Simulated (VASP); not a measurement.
Ta2N:

```
Ta N
1.0
     5.04212    0.00000    0.00000
     0.00000    5.04212    0.00000
     0.00000    0.00000    3.24764
Ta N
4 2
Direct
  0.30600 0.30600 0.00000
  0.19400 0.80600 0.50000
  0.69400 0.69400 0.00000
  0.80600 0.19400 0.50000
  0.00000 0.00000 0.00000
  0.50000 0.50000 0.50000
```

```yaml
Program: VASP 6.6.1
Task: relaxation of cell and atoms
Functional: r2SCAN
Potentials_or_basis: VASP PAW PBE potentials, release 64 (Ta_pv, N)
Cutoff: 600 eV
k_mesh: 4 × 4 × 6
Occupations: gaussian, width 0.1 eV
Spin: no spin polarisation
```

At the start: pressure -1.3 GPa; volume 13.76 Å³/atom.

Task: Where does the relaxation end?

Result: Over 8 steps the energy falls by 142.0 meV/atom and the volume is 13.58 Å³/atom (-1.3 %); space group P4_2/mnm (No. 136, to 0.1 Å) before and after.

The path:
```csv
step,energy change (eV),largest force (eV/Å),pressure (GPa),volume (Å³)
1,0.0000,2.4943,-1.28,82.56
2,-0.7873,0.0970,0.67,81.21
3,-0.8010,0.2884,1.76,80.99
4,-0.8325,0.1414,-3.94,82.59
5,-0.8419,0.2021,-2.04,82.01
6,-0.8372,0.0172,3.99,80.36
7,-0.8501,0.1286,0.54,81.27
8,-0.8518,0.0015,-0.23,81.48
```

Final structure:
```xyz
6
Lattice="5.1682 0.0000 0.0000 0.0000 5.1682 0.0000 0.0000 0.0000 3.0506" Properties=species:S:1:pos:R:3 pbc="T T T"
Ta    1.4877    1.4877    0.0000
Ta    1.0964    4.0718    1.5253
Ta    3.6805    3.6805    3.0506
Ta    4.0718    1.0964    1.5253
N     5.1682    0.0000    0.0000
N     2.5841    2.5841    1.5253
```

Caveat: the PAW data sets were made with another functional, which shifts forces and pressure a little.
